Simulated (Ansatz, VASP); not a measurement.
**Mn: VASP beside Ansatz**

Contents of INCAR:

```
SYSTEM = Mn
PREC = Accurate ; ENCUT = 520
EDIFF = 1E-7 ; ISMEAR = 0
SIGMA = 0.1 ; LREAL = .FALSE.
LASPH = .TRUE. ; NELM = 150
ALGO = Normal ; ISIF = 2
LWAVE = .FALSE. ; LCHARG = .TRUE.
ISPIN = 2 ; MAGMOM = 4
LORBIT = 11 ; LMAXMIX = 4
GGA = PS ; LELF = .TRUE.
LVHAR = .TRUE. ; NBANDS = 16
```

The input KPOINTS:

```
regular mesh
0
G
  8 8 8
  0 0 0
```

The input POSCAR:

```
Mn
1.0
    0.0000000000      1.8965904936      1.8965904936
    1.8965904936      0.0000000000      1.8965904936
    1.8965904936      1.8965904936      0.0000000000
Mn
1
Direct
    0.0000000000      0.0000000000      0.0000000000
```

Input for Ansatz:

```yaml
crystal:
  lattice:
    - [0.0, 1.8965904936, 1.8965904936]
    - [1.8965904936, 0.0, 1.8965904936]
    - [1.8965904936, 1.8965904936, 0.0]
  atoms:
    - { symbol: Mn, position: [0.0, 0.0, 0.0], spin: 4.0 }
basis:
  ecutwfc: 420
kpoints:
  mp_grid: { grid: [8, 8, 8] }
hamiltonian:
  xc: pbesol
scf:
  occupations: { method: gaussian, width: 0.1 }
  lower_state_search: "off"
output:
  forces: true
  stress: true
  eigenvalues: true
  populations: true
magnetization:
  spin_polarized: true
```

Alike in both runs: task single point; functional PBEsol; k mesh 8 × 8 × 8; occupations gaussian, width 0.1 eV; collinear spin.

|  | VASP | Ansatz |
| --- | --- | --- |
| version | VASP 6.6.1 | Ansatz 0.2.0 |
| potentials or method | VASP PAW PBE potentials, release 64 (Mn_pv), cutoff 520 eV | scalar-relativistic, plane waves, PAW |
| valence electrons in the cell | 13 | 15 |

Ansatz gave:

| Quantity | Value |
| --- | --- |
| gap on the k mesh at the Fermi level (eV) | none |
| net moment per atom (μB) | 0.73 |
| size of the moment on the site where the two differ most (μB) | 0.73 |

Estimate VASP's values.

gap on the k mesh at the Fermi level (eV): none; net moment per atom (μB): 1.52; size of the moment on the site where the two differ most (μB): 1.51.

The net moments are unlike, so the other rows may belong to different states. VASP's potentials were made for PBE, not for PBEsol. Site moments also hang on the region over which each program counts them. A gap of «none» marks a metal or a gap that the smearing closes. VASP's potentials hold 13 valence electrons a cell and Ansatz's 15, so a difference there can come from the potentials and not from the codes. Ansatz's warnings: negative dielectric reading.
